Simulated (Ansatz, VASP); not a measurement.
**Two plane-wave programs on AlN**

```
CELL_PARAMETERS angstrom
3.26655 0.00000 0.00000
-1.63328 2.82892 0.00000
0.00000 0.00000 4.97800
ATOMIC_POSITIONS crystal
Al 0.33333 0.66667 0.00000
Al 0.66667 0.33333 0.50000
N 0.33333 0.66667 0.38500
N 0.66667 0.33333 0.88500
```

Change from the starting cell: strain +0.050 along x and y, +0.000 along z, atoms carried along.

Alike in both runs: task single point; functional r2SCAN; k mesh 12 × 12 × 6; occupations gaussian, width 0.05 eV; no spin polarisation.

|  | VASP | Ansatz |
| --- | --- | --- |
| version | VASP 6.6.1 | Ansatz 0.2.0 |
| potentials or method | VASP PAW PBE potentials, release 64 (Al, N), cutoff 520 eV | scalar-relativistic, plane waves, PAW |
| valence electrons in the cell | 16 | 16 |

```csv
,VASP,Ansatz,Ansatz less VASP
gap on the k mesh at the Fermi level (eV),3.84,3.81,-0.032
least direct gap on the mesh (eV),3.84,3.81,-0.032
pressure (GPa),-17.9,-17.5,+0.39
"traceless stress, the component that is largest in VASP (GPa)",10.38,10.26,-0.121
rms of the force components (eV/Å),0.102,0.100,-0.0029
```

VASP's potentials were made for PBE, not for r2SCAN. Atom by atom the forces differ by 0.003 eV/Å (rms over components).
